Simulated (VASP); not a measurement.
Write the native input for VASP 6.6.1 that does the following.

```
Task                   : single point
Functional             : PBE
Potentials or basis    : VASP PAW PBE potentials, release 64 (As)
Cutoff                 : 520 eV
k mesh                 : 13 × 13 × 13
Occupations            : fermi-dirac, width 0.05 eV
Spin                   : no spin polarisation
Dipole correction      : no
Further INCAR settings : ALGO = Normal; EDIFF = 1e-07; NBANDS = 12
```

The structure of As lies in POSCAR:

```
As
1.0
    1.9185112564      1.1076529903      3.3463392000
   -1.9185112564      1.1076529903      3.3463392000
    0.0000000000     -2.2153059806      3.3463392000
As
2
Direct
    0.2275400000      0.2275400000      0.2275400000
    0.7724600000      0.7724600000      0.7724600000
```

This cell differs from its parent crystal: z stretched by -4 % at fixed volume.

One way to write it, as run:

INCAR

```
PREC = Accurate
ENCUT = 520
EDIFF = 1E-7
ISMEAR = -1
SIGMA = 0.05
LREAL = False
LASPH = True
NELM = 80
ALGO = Normal
ISIF = 2
LWAVE = False
LCHARG = False
GGA = PE
NBANDS = 12
```

KPOINTS

```
regular mesh
0
Gamma
  13 13 13
```

Potentials or basis: VASP PAW PBE potentials, release 64 (As).

The run is started by

```sh
$ cat potpaw_PBE.64/As/POTCAR > POTCAR
$ mpirun -np 1 vasp_std > vasp.out
```

It gave:

```yaml
Pressure: 2.8 GPa
Largest_force: 0.417 eV/Å
Band_gap_on_the_k_mesh: zero (band 5 reaches 5.46 eV, above the bottom of band 6 at 5.41 eV)
```

Wall time 72 s on 1 thread of Intel(R) Xeon(R) Platinum 8488C (Sapphire Rapids), with other jobs on the host, peak memory 0.24 GiB.
